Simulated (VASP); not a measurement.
CdH:

```xyz
2
Lattice="0.0000 2.2500 2.2500 2.2500 0.0000 2.2500 2.2500 2.2500 0.0000" Properties=species:S:1:pos:R:3 pbc="T T T"
Cd    0.0000    0.0000    0.0000
H     2.2500    2.2500    2.2500
```

* Program: VASP 6.6.1
* Task: relaxation of cell and atoms
* Functional: PBE
* Potentials or basis: VASP PAW PBE potentials, release 64 (Cd, H)
* Cutoff: 600 eV
* k mesh: 8 × 8 × 8
* Occupations: gaussian, width 0.1 eV
* Spin: no spin polarisation

At the start: pressure 15.2 GPa; volume 11.39 Å³/atom.

Question: Where does the relaxation end?

Answer: Over 4 steps the energy falls by 109.0 meV/atom and the volume is 14.24 Å³/atom (+25.0 %); space group Fm-3m (No. 225, to 0.05 Å).

The path:
```
step  energy change (eV)  largest force (eV/Å)  pressure (GPa)  volume (Å³)
   1              0.0000                0.0000           15.15        22.78
   2             -0.1967                0.0000            3.62        26.52
   3             -0.2171                0.0000            0.71        28.06
   4             -0.2181                0.0000            0.05        28.47
```

Final structure:
```yaml
crystal:
  lattice:
    - [0.00000, 2.42363, 2.42363]
    - [2.42363, 0.00000, 2.42363]
    - [2.42363, 2.42363, 0.00000]
  atoms:
    - { symbol: Cd, position: [0.00000, 0.00000, 0.00000] }
    - { symbol: H, position: [0.50000, 0.50000, 0.50000] }
```

Caveat: the volume moved by over 15 % at a fixed basis, so the end points are rough.
